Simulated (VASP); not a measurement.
# Sn8HO16 (a cell with a defect) in VASP: relaxation of the atoms with PBE

Aim: the relaxation of the atoms of Sn8HO16 (a cell with a defect) with PBE.

Everything below comes from runs of VASP 6.6.1. Logs are shortened: lines on timing, memory, paths and dates and some standing lists are left out, and cuts for length are marked.

## 1. The cell of the first run

The cell holds a defect, 25 atoms: a = 6.827 Å, b = 6.827 Å, c = 8.077 Å, α = 115.00°, β = 115.00°, γ = 90.00°.

## 2. Relaxation of the atoms, PBE (with an interstitial atom)

File INCAR:

```
SYSTEM = Sn8HO16
  ALGO = Normal
  EDIFF = 1E-6
  EDIFFG = -0.025
  ENCUT = 520
  GGA = PE
  IBRION = 2
  ISIF = 2
  ISMEAR = 0
  KPAR = 4
  LASPH = .TRUE.
  LCHARG = .FALSE.
  LREAL = Auto
  LWAVE = .FALSE.
  NELECT = 208.0
  NELM = 80
  NSW = 65
  PREC = Accurate
  SIGMA = 0.01
```

File KPOINTS:

```
k-points
0
G
  3 3 3
  0 0 0
```

File POSCAR:

```
Sn8HO16
1.0
    4.8271903470     -4.8271903470      0.0000000000
   -4.8271903470     -4.8271903470      0.0000000000
    0.0000000000      4.8271903470     -6.4763044993
Sn O H
8 16 1
Direct
    0.6314913703      0.1216992576      0.2490110509
    0.3551867697      0.8810593281      0.7489616656
    0.1314330264      0.6216460289      0.2489105869
    0.8838204498      0.3618024909      0.7476351557
    0.2575379112      0.2517127836      0.5009646138
    0.0145821319      0.9995248373      0.0106825397
    0.7528584040      0.7378122829      0.4872539444
    0.5055332486      0.4997134844     -0.0030313290
    0.3289990961      0.1380687084      0.2538991100
    0.0566725787      0.8864062401      0.7489649551
    0.8240618779      0.6331323154      0.2440367509
    0.5799904409      0.4075805296      0.7489670651
    0.9374555100      0.1104030694      0.2520945739
    0.6701069998      0.8189718633      0.7471076706
    0.4343198709      0.6072689146      0.2458391647
    0.1895050439      0.3571091283      0.7489628840
    0.7673936985      0.4373715594      0.4994934930
    0.5176583011      0.1922032058     -0.0038566098
    0.2704767153      0.9450207028      0.5017777156
    0.0121795398      0.6864341811     -0.0046589555
    0.7387028136      0.0476948653      0.4999709360
    0.4854653755      0.8058808755     -0.0033715337
    0.2378028203      0.5582157300      0.5012969907
   -0.0123176910      0.2966799927     -0.0020510412
    0.6511446312      0.6743790822      0.7474955360
```

Potentials or basis: VASP PAW PBE potentials, release 64 (Sn_d, O, H).

Started as:

```sh
cat potpaw_PBE.64/Sn_d/POTCAR potpaw_PBE.64/O/POTCAR potpaw_PBE.64/H/POTCAR > POTCAR
mpirun -np 4 vasp_std > vasp.out
```

OUTCAR:

```text
SYSTEM = Sn8HO16
   EDIFF = 1E-6
   EDIFFG = -0.025
   ENCUT = 520
   GGA = PE
   IBRION = 2
   ISIF = 2
   ISMEAR = 0
   LASPH = .TRUE.
   LREAL = Auto
   NELECT = 208.0
   NELM = 80
   NSW = 65
   PREC = Accurate

 ion  position               nearest neighbor table
   1  0.631  0.122  0.249-  17 2.08  13 2.08   9 2.08  22 2.09  18 2.12  21 2.12   4 3.23   2 3.24
                             7 3.73   6 3.73
   2  0.355  0.881  0.749-  10 2.04  18 2.07  19 2.07  23 2.10  22 2.10  14 2.20   1 3.24   3 3.24
                             6 3.64   7 3.64   5 3.74   8 3.74
   3  0.131  0.622  0.249-  15 2.08  11 2.08  23 2.09  20 2.10  19 2.12  24 2.12   2 3.24   4 3.25
                             6 3.73   7 3.73
   4  0.884  0.362  0.748-  21 2.07  24 2.08  16 2.08  12 2.10  17 2.11  20 2.11   1 3.23   3 3.25
                             5 3.75
   5  0.258  0.252  0.501-  16 2.08   9 2.08  23 2.10  13 2.10  19 2.10  12 2.11   6 3.18   8 3.21
                             2 3.74   4 3.75
   6  0.015  1.000  0.011-   9 2.06  13 2.07  10 2.07  24 2.08  20 2.09  14 2.27   5 3.18   7 3.39
                             2 3.64   3 3.73   1 3.73
   7  0.753  0.738  0.487-  11 2.06  15 2.07  10 2.07  21 2.08  17 2.10  14 2.25   8 3.18   6 3.39
                             2 3.64   1 3.73   3 3.73
   8  0.506  0.500  0.997-  16 2.08  11 2.08  22 2.10  15 2.10  18 2.10  12 2.11   7 3.18   5 3.21
                             2 3.74
   9  0.329  0.138  0.254-   6 2.06   5 2.08   1 2.08
  10  0.057  0.886  0.749-   2 2.04   6 2.07   7 2.07
  11  0.824  0.633  0.244-   7 2.06   8 2.08   3 2.08
  12  0.580  0.408  0.749-   4 2.10   5 2.11   8 2.11
  13  0.937  0.110  0.252-   6 2.07   1 2.08   5 2.10
  14  0.670  0.819  0.747-  25 1.00   2 2.20   7 2.25   6 2.27
  15  0.434  0.607  0.246-   7 2.07   3 2.08   8 2.10
  16  0.190  0.357  0.749-   5 2.08   8 2.08   4 2.08
  17  0.767  0.437  0.499-   1 2.08   7 2.10   4 2.11
  18  0.518  0.192  0.996-   2 2.07   8 2.10   1 2.12
  19  0.270  0.945  0.502-   2 2.07   5 2.10   3 2.12
  20  0.012  0.686  0.995-   6 2.09   3 2.10   4 2.11
  21  0.739  0.048  0.500-   4 2.07   7 2.08   1 2.12
  22  0.485  0.806  0.997-   1 2.09   8 2.10   2 2.10
  23  0.238  0.558  0.501-   3 2.09   5 2.10   2 2.10
  24  0.988  0.297  0.998-   6 2.08   4 2.08   3 2.12
  25  0.651  0.674  0.747-  14 1.00

  LATTYP: Found a body centered tetragonal cell.
 ALAT       =     6.8266780569
 C/A-ratio  =     1.8973516681

  Lattice vectors:

 A1 = (   4.8271903470,   0.0000000000,   6.4763044993)
 A2 = (  -4.8271903470,   0.0000000000,   6.4763044993)
 A3 = (   0.0000000000,  -4.8271903470,  -6.4763044993)

Analysis of symmetry for initial positions (statically):
=====================================================================
 Subroutine PRICEL returns:
 Original cell was already a primitive cell.

 Routine SETGRP: Setting up the symmetry group for a
 body centered tetragonal supercell.

 Subroutine GETGRP returns: Found  1 space group operations
 (whereof  1 operations were pure point group operations)
 out of a pool of 16 trial point group operations.

The static configuration has the point symmetry C_1 .

Analysis of symmetry for dynamics (positions and initial velocities):
=====================================================================
 Subroutine PRICEL returns:
 Original cell was already a primitive cell.

 Routine SETGRP: Setting up the symmetry group for a
 body centered tetragonal supercell.

 Subroutine GETGRP returns: Found  1 space group operations
 (whereof  1 operations were pure point group operations)
 out of a pool of 16 trial point group operations.

The dynamic configuration has the point symmetry C_1 .

 Subroutine INISYM returns: Found  1 space group operations
 (whereof  1 operations are pure point group operations),
 and found     1 'primitive' translations

----------------------------------------------------------------------------------------

                                     Primitive cell

  volume of cell :     301.8187

  direct lattice vectors                    reciprocal lattice vectors
     4.827190347 -4.827190347  0.000000000     0.103579922 -0.103579922 -0.077204523
    -4.827190347 -4.827190347  0.000000000    -0.103579922 -0.103579922 -0.077204523
     0.000000000  4.827190347 -6.476304499     0.000000000  0.000000000 -0.154409046

[... 89 lines left out ...]
 -0.333333  0.000000  0.333333      2.000000
  0.000000  0.333333  0.000000      2.000000
  0.333333  0.333333  0.000000      2.000000
  0.333333 -0.333333  0.333333      2.000000
 -0.333333 -0.333333 -0.333333      2.000000
 -0.333333  0.333333  0.333333      2.000000
 -0.333333  0.333333  0.000000      2.000000
  0.333333  0.333333 -0.333333      2.000000
  0.000000  0.000000  0.333333      2.000000
  0.333333  0.000000  0.333333      2.000000
  0.000000 -0.333333 -0.333333      2.000000
   k-points           NKPTS =     14   k-points in BZ     NKDIM =     14   number of bands    NBANDS=    124
   number of dos      NEDOS =    301   number of ions     NIONS =     25
   total plane-waves  NPLWV = 174960
   dimension x,y,z NGX =    54 NGY =   54 NGZ =   60
   dimension x,y,z NGXF=   108 NGYF=  108 NGZF=  120
   ions per type =               8  16   1
   NGX,Y,Z   is equivalent  to a cutoff of  13.15, 13.15, 12.35 a.u.
   NGXF,Y,Z  is equivalent  to a cutoff of  26.30, 26.30, 24.70 a.u.
 SYSTEM =  Sn8HO16
   PREC   = accura    normal or accurate (medium, high low for compatibility)
   ISTART =      0    job   : 0-new  1-cont  2-samecut
   ICHARG =      2    charge: 1-file 2-atom 10-const
   ISPIN  =      1    spin polarized calculation?
   LNONCOLLINEAR =      F non collinear calculations
   LSORBIT =      F    spin-orbit coupling
   LASPH  =      T    aspherical Exc in radial PAW
   ENCUT  =  520.0 eV  38.22 Ry    6.18 a.u.  12.69 12.69 15.02*2*pi/ulx,y,z
   NELM   =     80;   NELMIN=  2; NELMDL= -5     # of ELM steps
   EDIFF  = 0.1E-05   stopping-criterion for ELM
   LREAL  =      T    real-space projection
   EDIFFG = -.3E-01   stopping-criterion for IOM
   NSW    =     65    number of steps for IOM
   IBRION =      2    ionic relax: 0-MD 1-quasi-New 2-CG
   NFREE  =      1    steps in history (QN), initial steepest desc. (CG)
   ISIF   =      2    stress and relaxation
   ISYM   =      2    0-nonsym 1-usesym 2-fastsym
   POTIM  = 0.5000    time-step for ionic-motion
   TEBEG  =    0.0;   TEEND  =   0.0 temperature during run
   PSTRESS=    0.0 pullay stress
   NELECT =     208.0000    total number of electrons
   NUPDOWN=      -1.0000    fix difference up-down
   EMIN   =  10.00;   EMAX   =-10.00  energy-range for DOS
   EFERMI =   0.00;   METHOD = LEGACY
   ISMEAR =     0;   SIGMA  =   0.01  broadening in eV -4-tet -1-fermi 0-gaus
   EFERMI_NEDOS =   21; number of points for ismear=-14 and -15
   IALGO  =     38    algorithm
   IMIX   =      4    mixing-type and parameters
     AMIX     =   0.40;   BMIX     =  1.00
     AMIX_MAG =   1.60;   BMIX_MAG =  1.00
  volume/ion in A,a.u.               =      12.07        81.47
  Fermi-wavevector in a.u.,A,eV,Ry     =   1.446041  2.732621 28.450248  2.091034
  Thomas-Fermi vector in A             =   2.564154
   LORBIT       =      0    0 simple, 1 ext, 2 COOP (PROOUT), +10 PAW based schemes
   GGA     = PE    functional components
   LHFCALC =     F    Hartree Fock is set to
   AEXX    =    0.0000 exact exchange contribution
   IVDW    =     0    specifies the selected vdW correction
   LEPSILON=     F    determine dielectric tensor
   LRPA    =     F    only Hartree local field effects (RPA)
 conjugate gradient relaxation of ions
 non-spin polarized calculation
 Gauss-broadening in eV      SIGMA  =   0.01
  energy-cutoff  :      520.00
  volume of cell :      301.82
 maximum number of plane-waves:      8153
 NGX is ok and might be reduce to    54
   NGX = 25   NGY = 25   NGZ = 31

--------------------------------------- Ionic step        1  -------------------------------------------

 number of electron     208.0000003 magnetization

 Free energy of the ion-electron system (eV)
  ---------------------------------------------------
  ext. energy  EPLUGINS =         0.00000000
  ---------------------------------------------------
  free energy    TOTEN  =      -159.94593080 eV

  energy without entropy =     -159.94593080  energy(sigma->0) =     -159.94593080

------------------------ aborting loop because EDIFF is reached ----------------------------------------

  FORCE on cell =-STRESS in cart. coord.  units (eV):
  Direction    XX          YY          ZZ          XY          YZ          ZX
  --------------------------------------------------------------------------------------
  -------------------------------------------------------------------------------------
  Total       -7.4936272    -12.3691055     -8.5637161     -3.9229293      0.1235763      0.0948012
  in kB      -39.7792473    -65.6602860    -45.4597181    -20.8245181      0.6559936      0.5032439
  external PRESSURE =     -50.2997504 kB  Pullay stress =       0.0000000 kB
[... 158 lines left out ...]
  FREE ENERGIE OF THE ION-ELECTRON SYSTEM (eV)
  ---------------------------------------------------
  free  energy   TOTEN  =      -159.9553285682 eV

  energy  without entropy=     -159.9553285682  energy(sigma->0) =     -159.95532857

[... ionic steps 4 to 11 ...]

--------------------------------------- Ionic step       12  -------------------------------------------

 number of electron     208.0000005 magnetization

------------------------ aborting loop because EDIFF is reached ----------------------------------------
[... 113 lines left out ...]
--------------------------------------- Ionic step       14  -------------------------------------------

 number of electron     208.0000005 magnetization

 Free energy of the ion-electron system (eV)
  ---------------------------------------------------
  ext. energy  EPLUGINS =         0.00000000
  ---------------------------------------------------
  free energy    TOTEN  =      -159.96190912 eV

  energy without entropy =     -159.96190912  energy(sigma->0) =     -159.96190912

 E-fermi :   5.5099     XC(G=0): -10.9764

 val. band max:        5.4316621451   @ k =   0.0000   0.0000   0.0000
 cond. band min:       6.2689302182   @ k =   0.0000   0.0000   0.0000
 fundamental gap:      0.8372680732
 Fermi energy:         5.5098506465

 k-point     1 :       0.0000    0.0000    0.0000
  band No.  band energies     occupation
      1     -15.4395      2.00000
      2     -15.3010      2.00000
      3     -15.1090      2.00000
      4     -15.0612      2.00000
      5     -15.0206      2.00000
      6     -14.9801      2.00000
[... 1655 lines left out ...]
    115      13.4972      0.00000
    116      13.6022      0.00000
 [bands above 116 left out]

------------------------ aborting loop because EDIFF is reached ----------------------------------------

  FORCE on cell =-STRESS in cart. coord.  units (eV):
  Direction    XX          YY          ZZ          XY          YZ          ZX
  --------------------------------------------------------------------------------------
  -------------------------------------------------------------------------------------
  Total       -7.6230152    -12.1177259     -8.1607867     -4.1241418     -0.0034360     -0.0114177
  in kB      -40.4660918    -64.3258601    -43.3208038    -21.8926366     -0.0182397     -0.0606097
  external PRESSURE =     -49.3709186 kB  Pullay stress =       0.0000000 kB
[... 40 lines left out ...]
  FREE ENERGIE OF THE ION-ELECTRON SYSTEM (eV)
  ---------------------------------------------------
  free  energy   TOTEN  =      -159.9619091200 eV

  energy  without entropy=     -159.9619091200  energy(sigma->0) =     -159.96190912

 reached required accuracy - stopping structural energy minimisation
```

It took 21 min on 4 MPI ranks of Intel Xeon 6975P-C (Granite Rapids), shared host; peak memory 0.67 GiB.

What came out:

- Free energy: -159.9619 eV
- Energy gained by relaxing: 0.6 meV/atom
- Ionic steps: 14
- Largest force after relaxing: 0.016 eV/Å

Forces in eV/Å, atoms in the order of the input:
```
Sn   0.001 -0.006  0.005
Sn   0.003  0.008  0.000
Sn  -0.003 -0.003  0.001
Sn  -0.011  0.005 -0.003
Sn   0.005  0.001 -0.004
Sn  -0.003 -0.002 -0.005
Sn   0.003 -0.004  0.004
Sn   0.000 -0.001  0.000
O    0.006  0.000 -0.006
O    0.003  0.005  0.000
O    0.004 -0.001  0.003
O    0.003  0.011 -0.004
O    0.001 -0.006 -0.001
O    0.007 -0.004  0.003
O    0.001 -0.006  0.002
O    0.002 -0.002 -0.001
O   -0.003  0.010 -0.001
O   -0.005  0.013 -0.001
O   -0.001  0.009  0.002
O   -0.003  0.007  0.007
O    0.002 -0.002  0.005
O    0.000 -0.007 -0.009
O    0.001 -0.009  0.003
O    0.000 -0.008  0.004
H   -0.013 -0.008 -0.005
```

The path:
```csv
step,energy change (eV),largest force (eV/Å),pressure (GPa)
1,0.0000,0.5498,-5.03
2,0.0017,0.9348,-5.15
3,-0.0094,0.3061,-5.09
4,-0.0130,0.1622,-4.94
5,-0.0135,0.0798,-4.98
6,-0.0147,0.0449,-4.96
7,-0.0148,0.0642,-4.95
8,-0.0154,0.0523,-4.95
9,-0.0154,0.0570,-4.95
10,-0.0156,0.0807,-4.94
11,-0.0157,0.0724,-4.94
12,-0.0158,0.0282,-4.95
13,-0.0158,0.0287,-4.95
14,-0.0160,0.0159,-4.94
```

Final structure:
```yaml
crystal:
  lattice:
    - [4.82719, -4.82719, 0.00000]
    - [-4.82719, -4.82719, 0.00000]
    - [0.00000, 4.82719, -6.47630]
  atoms:
    - { symbol: Sn, position: [0.63065, 0.12116, 0.24863] }
    - { symbol: Sn, position: [0.35465, 0.88089, 0.74872] }
    - { symbol: Sn, position: [0.13078, 0.62123, 0.24883] }
    - { symbol: Sn, position: [0.88693, 0.36234, 0.74875] }
    - { symbol: Sn, position: [0.25689, 0.25127, 0.50040] }
    - { symbol: Sn, position: [0.01333, 0.99854, 0.00980] }
    - { symbol: Sn, position: [0.75218, 0.73759, 0.48747] }
    - { symbol: Sn, position: [0.50518, 0.49936, 0.99679] }
    - { symbol: O, position: [0.32730, 0.13663, 0.25312] }
    - { symbol: O, position: [0.05528, 0.88529, 0.74869] }
    - { symbol: O, position: [0.82282, 0.63220, 0.24413] }
    - { symbol: O, position: [0.57908, 0.40705, 0.74854] }
    - { symbol: O, position: [0.93712, 0.11040, 0.25120] }
    - { symbol: O, position: [0.67296, 0.82238, 0.74860] }
    - { symbol: O, position: [0.43461, 0.60788, 0.24610] }
    - { symbol: O, position: [0.18981, 0.35747, 0.74867] }
    - { symbol: O, position: [0.76704, 0.43836, 0.50011] }
    - { symbol: O, position: [0.51666, 0.19113, 0.99574] }
    - { symbol: O, position: [0.26935, 0.94410, 0.50168] }
    - { symbol: O, position: [0.01569, 0.68690, 0.99739] }
    - { symbol: O, position: [0.73897, 0.04792, 0.49974] }
    - { symbol: O, position: [0.48547, 0.80614, 0.99597] }
    - { symbol: O, position: [0.23790, 0.55882, 0.50134] }
    - { symbol: O, position: [0.98793, 0.29677, 0.99774] }
    - { symbol: H, position: [0.65345, 0.67595, 0.74822] }
```

Caveat: the cell carries a net charge on a neutralising background, which shifts energy and pressure; the cell differs from its parent crystal (with an interstitial atom); the cell is charged against a uniform background, so pressure and absolute levels hang on convention; spin-orbit coupling is left out, which moves the levels of the heavy elements.
